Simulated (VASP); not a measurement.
Write the native input for VASP 6.6.1 that does the following.

| Item | Value |
| --- | --- |
| Task | single point |
| Functional | PBE |
| Potentials or basis | VASP PAW PBE potentials, release 64 (Bi_d) |
| Cutoff | 520 eV |
| k mesh | 9 × 9 × 1 |
| Occupations | gaussian, width 0.02 eV |
| Spin | no spin polarisation |
| Dipole correction | yes |
| Further INCAR settings | ALGO = Normal; EDIFF = 1e-07; NBANDS = 22 |

The structure of Bi lies in POSCAR:

```
Bi
1.0
    4.4190000000      0.0000000000      0.0000000000
   -2.2095000000      3.8269662593      0.0000000000
    0.0000000000      0.0000000000     28.0000000000
Bi
2
Direct
    0.3333333333      0.6666666667      0.5462142857
    0.6666666667      0.3333333333      0.4537857143
```

The input as run:

INCAR

```
SYSTEM = Bi
  ALGO = Normal
  DIPOL = 0.5 0.5 0.500
  EDIFF = 1E-7
  ENCUT = 520
  GGA = PE
  IDIPOL = 3
  ISIF = 2
  ISMEAR = 0
  LASPH = .TRUE.
  LCHARG = .FALSE.
  LDIPOL = .TRUE.
  LREAL = .FALSE.
  LWAVE = .FALSE.
  NBANDS = 22
  NELM = 100
  PREC = Accurate
  SIGMA = 0.02
```

KPOINTS

```
k-points
0
G
  9 9 1
  0 0 0
```

Potentials or basis: VASP PAW PBE potentials, release 64 (Bi_d).

The run is started by

```sh
$ cat potpaw_PBE.64/Bi_d/POTCAR > POTCAR
$ mpirun -np 1 vasp_std > vasp.out
```

It gave:

```json
{
 "Largest force": "2.254 eV/Å",
 "Band gap on the k mesh": "zero (bands 15 and 16 overlap by 0.90 eV)"
}
```

Caveat: spin-orbit coupling is left out, which moves the levels of the heavy elements.

Wall time 3.2 min on 1 thread of Intel(R) Xeon(R) Platinum 8488C (Sapphire Rapids), with other jobs on the host, peak memory 0.6 GiB.
